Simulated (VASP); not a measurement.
Set up this calculation in VASP 6.6.1, as the native input.

```
Task                   : electric field gradients
Functional             : LDA
Potentials or basis    : VASP PAW LDA potentials, release 64 (Zn, O)
Cutoff                 : 520 eV
k mesh                 : 8 × 8 × 5
Occupations            : fermi-dirac, width 0.01 eV
Spin                   : no spin polarisation
Dipole correction      : no
Further INCAR settings : ALGO = Normal; EDIFF = 1e-08; NBANDS = 26
```

The structure of ZnO lies in POSCAR:

```
ZnO
1.0
    3.2921588739      0.0000000000      0.0000000000
   -1.6460794369      2.8510932180      0.0000000000
    0.0000000000      0.0000000000      5.2722789056
Zn O
2 2
Direct
    0.3333333333      0.6666666667      0.0000000000
    0.6666666667      0.3333333333      0.5000000000
    0.3333333333      0.6666666667      0.3821000000
    0.6666666667      0.3333333333      0.8821000000
```

This cell differs from its parent crystal: volume scaled by 1.04.

One way to write it, as run:

INCAR

```
ALGO     = Normal         # electronic algorithm
EDIFF    = 1E-8           # SCF threshold, eV
ENCUT    = 520            # plane-wave cutoff, eV
ISIF     = 2              # what is computed and relaxed
ISMEAR   = -1             # smearing method
LASPH    = True           # aspherical terms in the spheres
LCHARG   = False          # write CHGCAR
LEFG     = True         
LREAL    = False          # projectors in reciprocal space
LWAVE    = False          # write WAVECAR
NBANDS   = 26             # bands
NELM     = 80             # most SCF steps
PREC     = Accurate       # precision mode
SIGMA    = 0.01           # smearing width, eV
```

KPOINTS

```
k-points
0
Gamma
  8 8 5
```

Potentials or basis: VASP PAW LDA potentials, release 64 (Zn, O).

Command:

```sh
$ cat potpaw_LDA.64/Zn/POTCAR potpaw_LDA.64/O/POTCAR > POTCAR
$ mpirun -np 1 vasp_std > vasp.out
```

Results of the run:

```json
{"Pressure": "-10.8 GPa", "Largest force": "0.040 eV/Å", "Band gap on the k mesh": "0.68 eV, direct"}
```

Caveat: without QUAD_EFG the Cq values of the log hold for a quadrupole moment of 1 mb, not for the nuclei.

Run time: 69 s on 1 thread of AMD EPYC 7R13, on a shared host, peak memory 0.13 GiB.
